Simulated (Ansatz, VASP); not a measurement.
## In in VASP and in Ansatz

The input INCAR:

```
PREC = Accurate ; ENCUT = 520
EDIFF = 1E-6 ; ISMEAR = 0
SIGMA = 0.1 ; LREAL = F
LASPH = T ; NELM = 60
ALGO = Fast ; ISIF = 2
LWAVE = F ; LCHARG = F
GGA = PE ; NBANDS = 20
```

Contents of KPOINTS:

```
Automatic mesh
0
Gamma
  12 12 6
```

Contents of POSCAR:

```
In
1.0
    3.4622332037      0.0000000000      0.0000000000
   -1.7311166019      2.9983819083      0.0000000000
    0.0000000000      0.0000000000      5.8011274948
In
2
Direct
    0.3333333300      0.6666666700      0.2500000000
    0.6666666700      0.3333333300      0.7500000000
```

Input for Ansatz:

```yaml
crystal:
  lattice:
    - [3.4622332037, 0.0, 0.0]
    - [-1.7311166019, 2.9983819083, 0.0]
    - [0.0, 0.0, 5.8011274948]
  atoms:
    - { symbol: In, position: [0.33333333, 0.66666667, 0.25] }
    - { symbol: In, position: [0.66666667, 0.33333333, 0.75] }
basis:
  ecutwfc: 420
kpoints:
  mp_grid: { grid: [12, 12, 6] }
hamiltonian:
  xc: pbe
scf:
  occupations: { method: gaussian, width: 0.1 }
output:
  forces: true
  stress: true
  eigenvalues: true
```

Alike in both runs: task single point; functional PBE; k mesh 12 × 12 × 6; occupations gaussian, width 0.1 eV; no spin polarisation.

|  | VASP | Ansatz |
| --- | --- | --- |
| version | VASP 6.6.1 | Ansatz 0.2.0 |
| potentials or method | VASP PAW PBE potentials, release 64 (In_d), cutoff 520 eV | scalar-relativistic, plane waves, PAW |
| valence electrons in the cell | 26 | 26 |

|  | VASP | Ansatz | Ansatz less VASP |
| --- | --- | --- | --- |
| gap on the k mesh at the Fermi level (eV) | none | none | - |
| pressure (GPa) | -2.4 | -2.3 | +0.04 |
| traceless stress, the component that is largest in VASP (GPa) | -0.51 | -0.51 | +0.002 |

A gap of «none» marks a metal or a gap that the smearing closes. The functional is the same, so the differences come from potentials, cutoffs and numerics.
